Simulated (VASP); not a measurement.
Input of a VASP 6.6.1 run:

INCAR

```
SYSTEM = VPt
PREC = Accurate ; ENCUT = 600
EDIFF = 1E-7 ; ISMEAR = -1
SIGMA = 0.15 ; LREAL = .False.
LASPH = .True. ; NELM = 80
ALGO = Fast ; ISIF = 3
LWAVE = .False. ; LCHARG = .False.
IBRION = 2 ; NSW = 80
EDIFFG = -0.001
```

Contents of KPOINTS:

```
regular mesh
0
Gamma
  16 16 12
  0 0 0
```

The input POSCAR:

```
VPt
1.0
    2.6521387116      0.0000000000      0.0000000000
    0.0000000000      2.6521387116      0.0000000000
    0.0000000000      0.0000000000      3.8311535959
V Pt
1 1
Direct
    0.5000000000      0.5000000000      0.5000000000
    0.0000000000      0.0000000000      0.0000000000
```

Potentials or basis: VASP PAW LDA potentials, release 64 (V_sv, Pt).

Launch:

```console
$ cat potpaw_LDA.64/V_sv/POTCAR potpaw_LDA.64/Pt/POTCAR > POTCAR
$ mpirun -np 1 vasp_std > vasp.out
```

Q: What does it give for the space group after relaxing (to 0.1 Å)?

A: P4/mmm (No. 123).

Q: Estimate the band gap on the k mesh.

A: Zero (an odd number of electrons rules out a gap without spin polarisation).

Q: Estimate the relaxed volume.

A: 13.54 Å³/atom.

Step by step:
| step | energy change (eV) | largest force (eV/Å) | pressure (GPa) | volume (Å³) |
| --- | --- | --- | --- | --- |
| 1 | 0.0000 | 0.0000 | 1.38 | 26.95 |
| 2 | 0.0028 | 0.0000 | -3.26 | 27.40 |
| 3 | -0.0006 | 0.0000 | -0.04 | 27.08 |
| 4 | -0.0006 | 0.0000 | 0.00 | 27.08 |
| 5 | -0.0006 | 0.0000 | 0.02 | 27.08 |
| 6 | -0.0006 | 0.0000 | 0.02 | 27.08 |
| 7 | -0.0006 | 0.0000 | 0.00 | 27.08 |

Caveat: spin-orbit coupling is left out, which moves the levels of the heavy elements.
